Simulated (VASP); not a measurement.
A run of VASP 6.6.1:

File INCAR:

```
ALGO     = Normal         # electronic algorithm
EDIFF    = 1E-6           # SCF threshold, eV
ENCUT    = 520            # plane-wave cutoff, eV
GGA      = PE             # functional
ISIF     = 2              # what is computed and relaxed
ISMEAR   = -1             # smearing method
LASPH    = True           # aspherical terms in the spheres
LCHARG   = False          # write CHGCAR
LREAL    = False          # projectors in reciprocal space
LWAVE    = False          # write WAVECAR
NBANDS   = 19             # bands
NELM     = 100            # most SCF steps
PREC     = Accurate       # precision mode
SIGMA    = 0.02           # smearing width, eV
```

File KPOINTS:

```
k-points
0
Gamma
  8 8 8
```

POSCAR

```
SrCl2
1.0
    2.0857437515      1.2042047164      6.3190999588
   -2.0857437515      1.2042047164      6.3190999588
    0.0000000000     -2.4084094327      6.3190999588
Sr Cl
1 2
Direct
    0.0001272575      0.0001272575      0.0001272575
    0.4205703067      0.4205703067      0.4205703067
    0.2459691025      0.2459691025      0.2459691025
```

Potentials or basis: VASP PAW PBE potentials, release 64 (Sr_sv, Cl).

Launch:

```sh
$ cat potpaw_PBE.64/Sr_sv/POTCAR potpaw_PBE.64/Cl/POTCAR > POTCAR
$ mpirun -np 1 vasp_std > vasp.out
```

Hardware: 1 thread of Intel(R) Xeon(R) 6975P-C (Granite Rapids) (shared host).

Estimate the wall time of this run.

Wall time 2.2 min on 1 thread of Intel(R) Xeon(R) 6975P-C (Granite Rapids) (shared host), peak memory 0.4 GiB. Counts: scf iterations 14, k points 65.
